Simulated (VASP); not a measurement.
Wanted: the native input for a VASP 6.6.1 run.

- Task: relaxation of cell and atoms
- Functional: PBE
- Potentials or basis: VASP PAW PBE potentials, release 64 (Al, B, Se)
- Cutoff: 600 eV
- k mesh: 15 × 15 × 8
- Occupations: gaussian, width 0.1 eV
- Spin: no spin polarisation
- Dipole correction: no
- Further INCAR settings: ALGO = Normal; EDIFF = 1e-06; IBRION = 2; EDIFFG = -0.01; NSW = 100; ISIF = 3

The structure of Al2BSe lies in POSCAR:

```
Al2BSe
1.0
    3.5639072032      0.0000000000      0.0000000000
   -1.7819536016      3.0864341747      0.0000000000
    0.0000000000      0.0000000000      5.5852339070
Al B Se
2 1 1
Direct
    0.3333333333      0.6666666667      0.8330611635
    0.6666666667      0.3333333333      0.1669388365
    0.0000000000      0.0000000000      0.0000000000
    0.0000000000      0.0000000000      0.5000000000
```

The input as run:

INCAR

```
PREC = Accurate
ENCUT = 600
EDIFF = 1E-6
ISMEAR = 0
SIGMA = 0.1
LREAL = False
LASPH = True
NELM = 60
ALGO = Normal
ISIF = 3
LWAVE = False
LCHARG = False
GGA = PE
IBRION = 2
NSW = 100
EDIFFG = -0.01
```

KPOINTS

```
regular mesh
0
Gamma
  15 15 8
```

Potentials or basis: VASP PAW PBE potentials, release 64 (Al, B, Se).

Launch:

```sh
$ cat potpaw_PBE.64/Al/POTCAR potpaw_PBE.64/B/POTCAR potpaw_PBE.64/Se/POTCAR > POTCAR
$ mpirun -np 1 vasp_std > vasp.out
```

It gave:

* Relaxed volume: 15.35 Å³/atom
* Relaxed cell: a = 3.543 Å, b = 3.543 Å, c = 5.648 Å, α = 90.00°, β = 90.00°, γ = 120.00°
* Space group after relaxing (to 0.1 Å): P-3m1 (No. 164)
* Energy gained by relaxing: 1.3 meV/atom
* Ionic steps: 6
* Pressure after relaxing: 0.0 GPa
* Band gap on the k mesh: zero (an odd number of electrons rules out a gap without spin polarisation)

Run time: 2.2 min on 1 thread of Intel(R) Xeon(R) 6975P-C (Granite Rapids), with other jobs on the host, peak memory 0.35 GiB.
